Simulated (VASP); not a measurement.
# Os (Fm-3m) in VASP: notebook, part 2 of 2

VASP 6.6.1.

### Step 4. Single point, r2SCAN

This run uses another cell than the first one, of 14.00 Å³/atom, 0.995 times its volume.

Contents of POSCAR:

```
Os
1.0
    0.0000000000      1.9129311828      1.9129311828
    1.9129311828      0.0000000000      1.9129311828
    1.9129311828      1.9129311828      0.0000000000
Os
1
Direct
    0.0000000000      0.0000000000      0.0000000000
```

Contents of INCAR.step1:

```
PREC = Accurate
ENCUT = 520
ISMEAR = 0
SIGMA = 0.1
LREAL = F
LASPH = T
NELM = 100
NBANDS = 10
GGA = PE
ALGO = Normal
EDIFF = 1E-4
LWAVE = T
LCHARG = F
```

Contents of INCAR.step2:

```
PREC = Accurate
ENCUT = 520
EDIFF = 1E-6
ISMEAR = 0
SIGMA = 0.1
LREAL = F
LASPH = T
NELM = 100
ALGO = Normal
ISIF = 2
LWAVE = F
LCHARG = F
METAGGA = R2SCAN
LMIXTAU = T
NBANDS = 10
ISTART = 1
```

Contents of KPOINTS:

```
regular mesh
0
Gamma
  8 8 8
```

Potentials or basis: VASP PAW PBE potentials, release 64 (Os).

Launch:

```
cat potpaw_PBE.64/Os/POTCAR > POTCAR
cp INCAR.step1 INCAR
mpirun -np 1 vasp_std > vasp.out
cp INCAR.step2 INCAR
mpirun -np 1 vasp_std > vasp.out
```

OUTCAR:

```text
PREC = Accurate
   ENCUT = 520
   EDIFF = 1E-6
   ISMEAR = 0
   LREAL = F
   LASPH = T
   NELM = 100
   ISIF = 2
   METAGGA = R2SCAN
   ISTART = 1

 ion  position               nearest neighbor table
   1  0.000  0.000  0.000-

  LATTYP: Found a face centered cubic cell.
 ALAT       =     3.8258623656

  Lattice vectors:

 A1 = (   0.0000000000,   1.9129311828,   1.9129311828)
 A2 = (   1.9129311828,   0.0000000000,   1.9129311828)
 A3 = (   1.9129311828,   1.9129311828,   0.0000000000)

Analysis of symmetry for initial positions (statically):
=====================================================================
 Subroutine PRICEL returns:
 Original cell was already a primitive cell.

 Routine SETGRP: Setting up the symmetry group for a
 face centered cubic supercell.

 Subroutine GETGRP returns: Found 48 space group operations
 (whereof 48 operations were pure point group operations)
 out of a pool of 48 trial point group operations.

The static configuration has the point symmetry O_h .

Analysis of symmetry for dynamics (positions and initial velocities):
=====================================================================
 Subroutine PRICEL returns:
 Original cell was already a primitive cell.

 Routine SETGRP: Setting up the symmetry group for a
 face centered cubic supercell.

 Subroutine GETGRP returns: Found 48 space group operations
 (whereof 48 operations were pure point group operations)
 out of a pool of 48 trial point group operations.

The dynamic configuration has the point symmetry O_h .

 Subroutine INISYM returns: Found 48 space group operations
 (whereof 48 operations are pure point group operations),
 and found     1 'primitive' translations

----------------------------------------------------------------------------------------

                                     Primitive cell

[... 111 lines left out ...]
  Thomas-Fermi vector in A             =   2.485335
   LORBIT       =      0    0 simple, 1 ext, 2 COOP (PROOUT), +10 PAW based schemes
   METAGGA = R2SCAN    functional components
   LHFCALC =     F    Hartree Fock is set to
   AEXX    =    0.0000 exact exchange contribution
   IVDW    =     0    specifies the selected vdW correction
   LEPSILON=     F    determine dielectric tensor
   LRPA    =     F    only Hartree local field effects (RPA)
 non-spin polarized calculation
 Gauss-broadening in eV      SIGMA  =   0.10
  energy-cutoff  :      520.00
  volume of cell :       14.00
 maximum number of plane-waves:       388
   NGX =  9   NGY =  9   NGZ =  9

 number of electron       7.9999999 magnetization

 Free energy of the ion-electron system (eV)
  ---------------------------------------------------
  ext. energy  EPLUGINS =         0.00000000
  ---------------------------------------------------
  free energy    TOTEN  =       -52.86688253 eV

  energy without entropy =      -52.85913494  energy(sigma->0) =      -52.86300874

 E-fermi :   8.9059     XC(G=0): -15.3857

 val. band max:        8.8751635568   @ k =  -0.3750   0.3750   0.1250
 cond. band min:       8.9484356374   @ k =  -0.2500   0.2500   0.0000
 fundamental gap:      0.0732720806
 Fermi energy:         8.9059411518

 k-point     1 :       0.0000    0.0000    0.0000
  band No.  band energies     occupation
      1      -2.1759      2.00000
      2       6.0033      2.00000
      3       6.0033      2.00000
      4       6.0033      2.00000
      5       9.1638      0.00027
      6       9.1638      0.00027
      7      24.0762      0.00000
      8      30.2272      0.00000
      9      30.2272      0.00000
     10      30.2272      0.00000
[... 287 lines left out ...]
 k-point    24 :      -0.3750    0.2500    0.1250
  band No.  band energies     occupation
      1       2.7537      2.00000
      2       4.2744      2.00000
      3       6.1505      2.00000
      4       7.4486      2.00000
      5      11.2634      0.00000
      6      15.8562      0.00000
      7      17.7439      0.00000
      8      26.4415      0.00000
      9      27.1508      0.00000
     10      30.6231      0.00000

 [... further k-points ...]

------------------------ aborting loop because EDIFF is reached ----------------------------------------

  FORCE on cell =-STRESS in cart. coord.  units (eV):
  Direction    XX          YY          ZZ          XY          YZ          ZX
  --------------------------------------------------------------------------------------
  -------------------------------------------------------------------------------------
  Total        0.2684989      0.2684989      0.2684989     -0.0000000      0.0000000     -0.0000000
  in kB       30.7273510     30.7273510     30.7273510     -0.0000000      0.0000000     -0.0000000
  external PRESSURE =      30.7273510 kB  Pullay stress =       0.0000000 kB

 VOLUME and BASIS-vectors are now :
 -----------------------------------------------------------------------------
  energy-cutoff  :      520.00
  volume of cell :       14.00
      direct lattice vectors                 reciprocal lattice vectors
     0.000000000  1.912931183  1.912931183    -0.261378979  0.261378979  0.261378979
     1.912931183  0.000000000  1.912931183     0.261378979 -0.261378979  0.261378979
     1.912931183  1.912931183  0.000000000     0.261378979  0.261378979 -0.261378979

 POSITION                                       TOTAL-FORCE (eV/Angst)
 -----------------------------------------------------------------------------------
      0.00000      0.00000      0.00000        -0.000000     -0.000000     -0.000000
 -----------------------------------------------------------------------------------
    total drift:                               -0.000000     -0.000000     -0.000000

  FREE ENERGIE OF THE ION-ELECTRON SYSTEM (eV)
  ---------------------------------------------------
  free  energy   TOTEN  =       -52.8668825278 eV

  energy  without entropy=      -52.8591349438  energy(sigma->0) =      -52.86300874
```

OUTCAR.step1:

```text
PREC = Accurate
   ENCUT = 520
   ISMEAR = 0
   LREAL = F
   LASPH = T
[... 527 lines left out ...]

 POSITION                                       TOTAL-FORCE (eV/Angst)
 -----------------------------------------------------------------------------------
      0.00000      0.00000      0.00000         0.000000      0.000000     -0.000000
 -----------------------------------------------------------------------------------
    total drift:                               -0.000000     -0.000000     -0.000000

  FREE ENERGIE OF THE ION-ELECTRON SYSTEM (eV)
  ---------------------------------------------------
  free  energy   TOTEN  =       -11.1164289304 eV

  energy  without entropy=      -11.1084633261  energy(sigma->0) =      -11.11244613
```

OSZICAR.step1:

```text
N       E                     dE             d eps       ncg     rms          rms(c)
DAV:   1     0.326348389018E+02    0.32635E+02   -0.44094E+03   612   0.752E+02
DAV:   2    -0.107338420620E+02   -0.43369E+02   -0.40020E+02   602   0.190E+02
DAV:   3    -0.118130696452E+02   -0.10792E+01   -0.10562E+01   710   0.280E+01
DAV:   4    -0.118159420171E+02   -0.28724E-02   -0.28721E-02   628   0.152E+00
DAV:   5    -0.118159505532E+02   -0.85361E-05   -0.85352E-05   642   0.830E-02    0.165E+01
DAV:   6    -0.112838746417E+02    0.53208E+00   -0.55427E-01   710   0.590E+00    0.755E+00
DAV:   7    -0.111206941414E+02    0.16318E+00   -0.42261E-01   742   0.490E+00    0.389E-01
DAV:   8    -0.111182034034E+02    0.24907E-02   -0.20414E-03   602   0.382E-01    0.334E-01
DAV:   9    -0.111164336831E+02    0.17697E-02   -0.10009E-03   642   0.331E-01    0.221E-02
DAV:  10    -0.111164289304E+02    0.47528E-05   -0.34771E-05   310   0.470E-02
   1 F= -.11116429E+02 E0= -.11112446E+02  d E =-.796560E-02
```

Run time: 27 s. Hardware: 1 thread of AMD EPYC 7R43 (Zen 3), shared host; peak memory 0.09 GiB.

Results:

| Property | Result |
| --- | --- |
| Free energy | -52.8669 eV |
| Pressure | 3.1 GPa |
| Band gap on the k mesh | zero (band 4 reaches 11.62 eV, above the bottom of band 5 at 8.16 eV) |

Caveat: the PAW data sets were made with another functional, which shifts forces and pressure a little; spin-orbit coupling is left out, which moves the levels of the heavy elements.

### Step 5. Single point, r2SCAN

This run uses another cell than the first one, of 14.00 Å³/atom, 0.995 times its volume.

POSCAR is that of step 4.

Contents of INCAR.step1:

```
PREC = Accurate ; ENCUT = 550
ISMEAR = 0 ; SIGMA = 0.1
LREAL = F ; LASPH = T
NELM = 120 ; NBANDS = 14
GGA = PE ; ALGO = Normal
EDIFF = 1E-5 ; LWAVE = T
LCHARG = F ; GGA_COMPAT = F
```

Contents of INCAR.step2:

```
PREC = Accurate ; ENCUT = 550
EDIFF = 1E-6 ; ISMEAR = 0
SIGMA = 0.1 ; LREAL = F
LASPH = T ; NELM = 120
ALGO = Normal ; ISIF = 2
LWAVE = F ; LCHARG = F
METAGGA = R2SCAN ; LMIXTAU = T
NBANDS = 14 ; ISTART = 1
GGA_COMPAT = F
```

Contents of KPOINTS:

```
Automatic mesh
0
Gamma
  8 8 8
```

Potentials or basis: VASP PAW PBE potentials, release 64 (Os_sv_GW).

Launch:

```
cat potpaw_PBE.64/Os_sv_GW/POTCAR > POTCAR
cp INCAR.step1 INCAR
mpirun -np 1 vasp_std > vasp.out
cp INCAR.step2 INCAR
mpirun -np 1 vasp_std > vasp.out
```

Run time: 31 s. Hardware: 1 thread of Intel Xeon 6975P-C (Granite Rapids), shared host; peak memory 0.15 GiB.

It converged, with:

```
Free energy            : -53.9506 eV
Pressure               : 0.1 GPa
Band gap on the k mesh : zero (band 8 reaches 15.95 eV, above the bottom of band 9 at 12.48 eV)
```

Levels at points of the mesh, in eV from the Fermi level:
| k point | band 5 | band 6 | band 7 | band 8 | band 9 | band 10 | band 11 | band 12 |
| --- | --- | --- | --- | --- | --- | --- | --- | --- |
| (0.00, 0.00, 0.00) | -11.06 | -2.88 | -2.88 | -2.88 | 0.28 | 0.28 | 14.16 | 20.26 |
| (0.50, 0.00, 0.00) | -7.81 | -3.06 | -3.06 | -0.06 | 2.80 | 2.80 | 9.73 | 13.89 |
| (0.50, 0.50, 0.00) | -7.70 | -6.97 | 2.59 | 2.74 | 3.52 | 3.52 | 12.77 | 12.77 |

Caveat: the PAW data sets were made with another functional, which shifts forces and pressure a little; spin-orbit coupling is left out, which moves the levels of the heavy elements.

### Step 6. Summary

| task | potentials or basis | cell | k mesh | cutoff (eV) | second run | gap on the mesh (eV) | pressure (GPa) |
| --- | --- | --- | --- | --- | --- | --- | --- |
| single point | VASP PAW PBE potentials, release 64 (Os) | a = 2.710 Å, angles 60.0°, 1 atom | 18 × 18 × 18 | 520 | - | none | 1.0 |
| relaxation of cell and atoms | VASP PAW PBE potentials, release 64 (Os) | relaxed from a = 2.705 Å, angles 60.0°, 1 atom | 18 × 18 × 18 | 600 | - | none | 0.0 |
| single point | VASP PAW PBE potentials, release 64 (Os) | a = 2.705 Å, angles 60.0°, 1 atom | 8 × 8 × 8 | 520 | - | none | 3.1 |
| single point | VASP PAW PBE potentials, release 64 (Os_sv_GW) | a = 2.705 Å, angles 60.0°, 1 atom | 8 × 8 × 8 | 550 | valence_matched | none | 0.1 |

Alike in all rows: level r2SCAN; no spin polarisation; smearing gaussian 0.1 eV.

Caveats: the PAW data sets were made with another functional, which shifts forces and pressure a little; spin-orbit coupling is left out, which moves the levels of the heavy elements.

Total energies depend on the potentials used, so only differences within one code and one set of settings carry meaning.
